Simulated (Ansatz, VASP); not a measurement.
**One calculation of Ta, two programs**

The input INCAR:

```
PREC = Accurate
ENCUT = 520
EDIFF = 1E-6
ISMEAR = -1
SIGMA = 0.05
LREAL = False
LASPH = True
NELM = 100
ALGO = Normal
ISIF = 2
LWAVE = False
LCHARG = False
NBANDS = 18
```

Contents of KPOINTS:

```
regular mesh
0
Gamma
  12 12 6
```

Contents of POSCAR:

```
Ta
1.0
    2.9669564710      0.0000000000      0.0000000000
   -1.4834782355      2.5694596758      0.0000000000
    0.0000000000      0.0000000000      4.8064694830
Ta
2
Direct
    0.3333333333      0.6666666667      0.2500000000
    0.6666666667      0.3333333333      0.7500000000
```

Input for Ansatz:

```yaml
crystal:
  lattice:
    - [2.966956471, 0.0, 0.0]
    - [-1.4834782355, 2.5694596758, 0.0]
    - [0.0, 0.0, 4.806469483]
  atoms:
    - { symbol: Ta, position: [0.3333333333, 0.6666666667, 0.25] }
    - { symbol: Ta, position: [0.6666666667, 0.3333333333, 0.75] }
kpoints:
  mp_grid: { grid: [12, 12, 6] }
scf:
  occupations: { method: fermi_dirac, width: 0.05 }
hamiltonian:
  xc: lda
  pseudopotentials: { kind: all_electron, lapw: { basis_error: 0.001 } }
output:
  forces: true
  stress: true
  eigenvalues: true
  populations: true
```

Alike in both runs: task single point; functional LDA; k mesh 12 × 12 × 6; occupations fermi-dirac, width 0.05 eV; no spin polarisation.

```csv
,VASP,Ansatz
version,VASP 6.6.1,Ansatz 0.2.0
potentials or method,"VASP PAW LDA potentials, release 64 (Ta_pv), cutoff 520 eV","all-electron LAPW, scalar-relativistic"
```

|  | VASP | Ansatz | Ansatz less VASP |
| --- | --- | --- | --- |
| pressure (GPa) | -6.7 | -7.4 | -0.74 |
| traceless stress, the component that is largest in VASP (GPa) | 7.14 | 7.11 | -0.028 |

LDA's correlation is that of Perdew and Zunger in VASP and of Perdew and Wang (1992) in Ansatz. Ansatz ran all-electron here, and VASP with PAW potentials.

Spin-orbit coupling is off throughout.
